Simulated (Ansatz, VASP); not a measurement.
Ga2O3: VASP beside Ansatz

```xyz
10
Lattice="6.1021 -1.5162 0.0008 6.1021 1.5162 0.0008 -1.3841 0.0000 5.6288" Properties=species:S:1:pos:R:3 pbc="T T T"
Ga    0.0088    0.0000    4.4760
Ga   10.8113    0.0000    1.1545
Ga    7.6061    0.0000    1.7703
Ga    3.2140    0.0000    3.8602
O     1.8684    0.0000    0.6147
O     8.9517    0.0000    5.0157
O     1.3325    0.0000    3.1666
O     9.4875    0.0000    2.4639
O     5.7034    0.0000    1.4389
O     5.1167    0.0000    4.1916
```

Alike in both runs: functional r2SCAN; dispersion rVV10; k mesh 8 × 8 × 4; occupations gaussian, width 0.02 eV; no spin polarisation.

Ansatz relaxed the structure, and its values are those at the end. VASP's run is a single point on that final structure, the one shown.

|  | VASP | Ansatz |
| --- | --- | --- |
| version | VASP 6.6.1 | Ansatz 0.2.0 |
| potentials or method | VASP PAW PBE potentials, release 64 (Ga_d, O), cutoff 520 eV | scalar-relativistic, plane waves, PAW |
| valence electrons in the cell | 88 | 88 |

```csv
,VASP,Ansatz,Ansatz less VASP
gap on the k mesh at the Fermi level (eV),3.04,3.07,+0.026
least direct gap on the mesh (eV),3.06,3.09,+0.024
pressure (GPa),1.9,0.0,-1.86
rms of the force components (eV/Å),0.038,0.000,-0.0380
```

VASP's potentials were made for PBE, not for r2SCAN.
